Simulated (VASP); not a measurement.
A run of VASP 6.6.1 is set up as follows.

File INCAR:

```
PREC = Accurate
ENCUT = 520
EDIFF = 1E-7
ISMEAR = -1
SIGMA = 0.02
LREAL = False
LASPH = True
NELM = 60
ALGO = Normal
ISIF = 2
LWAVE = False
LCHARG = True
GGA = CA
LELF = True
LVHAR = True
NBANDS = 16
```

The input KPOINTS:

```
regular mesh
0
Gamma
  8 8 8
```

Contents of POSCAR:

```
AgCl
1.0
   -0.0554630000      2.7454185000      2.7454185000
    2.7454185000     -0.0554630000      2.7454185000
    2.7454185000      2.7454185000     -0.0554630000
Ag Cl
1 1
Direct
    0.5000000000      0.5000000000      0.5000000000
    0.0000000000      0.0000000000      0.0000000000
```

Potentials or basis: VASP PAW LDA potentials, release 64 (Ag, Cl).

Command:

```bash
$ cat potpaw_LDA.64/Ag/POTCAR potpaw_LDA.64/Cl/POTCAR > POTCAR
$ mpirun -np 1 vasp_std > vasp.out
```

(1) Predict the band gap on the k mesh.

(2) Estimate the pressure.

## Answers

(1) 0.62 eV, indirect (least direct gap 2.85 eV).

(2) -5.6 GPa.

Caveat: the cell differs from its parent crystal (equal xy, yz and zx shear strains of -2 %).
